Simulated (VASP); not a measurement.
Runs of VASP 6.6.1 on C. The structure is that of space group Fmmm (No. 69), or close to it. The cells are those of the table. 

| task | cell | pressure (GPa) |
| --- | --- | --- |
| single point | a = 4.044, b = 3.636, c = 2.504 Å, angles 80.1, 62.3, 37.6°, 2 atoms | -13.0 |
| electric field gradients | a = 3.993, b = 3.590, c = 2.472 Å, angles 80.1, 62.3, 37.6°, 2 atoms | -3.4 |
| single point | a = 3.886, b = 3.493, c = 2.406 Å, angles 80.1, 62.3, 37.6°, 2 atoms | 22.0 |
| electric field gradients | a = 4.044, b = 3.636, c = 2.504 Å, angles 80.1, 62.3, 37.6°, 2 atoms | -13.0 |
| electric field gradients | a = 3.953, b = 3.554, c = 2.448 Å, angles 80.1, 62.3, 37.6°, 2 atoms | 5.1 |
| electric field gradients | a = 3.980, b = 3.578, c = 2.464 Å, angles 80.1, 62.3, 37.6°, 2 atoms | -0.7 |
| single point | a = 3.993, b = 3.590, c = 2.472 Å, angles 80.1, 62.3, 37.6°, 2 atoms | -3.4 |
| single point | a = 4.019, b = 3.613, c = 2.488 Å, angles 80.1, 62.3, 37.6°, 2 atoms | (b) |
| single point | a = 3.940, b = 3.542, c = 2.440 Å, angles 80.1, 62.3, 37.6°, 2 atoms | (a) |
| electric field gradients | a = 3.940, b = 3.542, c = 2.440 Å, angles 80.1, 62.3, 37.6°, 2 atoms | 8.2 |
| electric field gradients | a = 3.913, b = 3.518, c = 2.423 Å, angles 80.1, 62.3, 37.6°, 2 atoms | 14.8 |

Alike in all rows: level PBEsol; potentials or basis VASP PAW PBE potentials, release 64 (C); no spin polarisation; k mesh 18 × 18 × 18; cutoff (eV) 520; smearing fermi-dirac 0.05 eV.

Q: Fill in the values left out.

A: (a) 8.1; (b) -8.4.

Caveats: this functional lacks dispersion, which binds the layers, so the pressure and a relaxed spacing across them are unreliable; the PAW data sets were made with another functional, which shifts forces and pressure a little; the cell stands under tension (at least some runs); the cell stands under pressure (at least some runs).
